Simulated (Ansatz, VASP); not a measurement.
One calculation of BiP, two programs

Contents of INCAR:

```
SYSTEM = BiP
ALGO = Normal ; EDIFF = 1E-8
ENCUT = 520 ; GGA = PE
ISIF = 2 ; ISMEAR = -1
LASPH = .TRUE. ; LCHARG = .FALSE.
LEFG = .TRUE. ; LREAL = .FALSE.
LWAVE = .FALSE. ; NBANDS = 17
NELM = 60 ; PREC = Accurate
SIGMA = 0.05
```

KPOINTS

```
k-points
0
G
  12 12 12
  0 0 0
```

Contents of POSCAR:

```
BiP
1.0
    0.0000000000      2.9432416832      2.9432416832
    2.9432416832      0.0000000000      2.9432416832
    2.9432416832      2.9432416832      0.0000000000
Bi P
1 1
Direct
    0.0000000000      0.0000000000      0.0000000000
    0.5000000000      0.5000000000      0.5000000000
```

Input for Ansatz:

```yaml
crystal:
  lattice:
    - [0.0, 2.9432416832, 2.9432416832]
    - [2.9432416832, 0.0, 2.9432416832]
    - [2.9432416832, 2.9432416832, 0.0]
  atoms:
    - { symbol: Bi, position: [0.0, 0.0, 0.0] }
    - { symbol: P, position: [0.5, 0.5, 0.5] }
kpoints:
  mp_grid: { grid: [12, 12, 12] }
scf:
  occupations: { method: fermi_dirac, width: 0.05 }
hamiltonian:
  xc: pbe
  pseudopotentials: { kind: paw }
output:
  forces: true
  stress: true
  eigenvalues: true
  efg: { contact_densities: true }
```

Change from the starting cell: volume scaled by 1.02, PAW files.

Alike in both runs: task electric field gradients; functional PBE; k mesh 12 × 12 × 12; occupations fermi-dirac, width 0.05 eV; no spin polarisation.

|  | VASP | Ansatz |
| --- | --- | --- |
| version | VASP 6.6.1 | Ansatz 0.2.0 |
| potentials or method | VASP PAW PBE potentials, release 64 (Bi_d, P) | PAW with Ansatz's default frozen-core files, scalar-relativistic |
| plane-wave cutoff (eV) | 520 | 420 |
| valence electrons in the cell | 20 | 20 |

Ansatz gave:

- pressure (GPa): -1.3

What did VASP give for the same quantities?

Pressure (GPa): -1.4.

Neither program's run includes spin-orbit coupling.
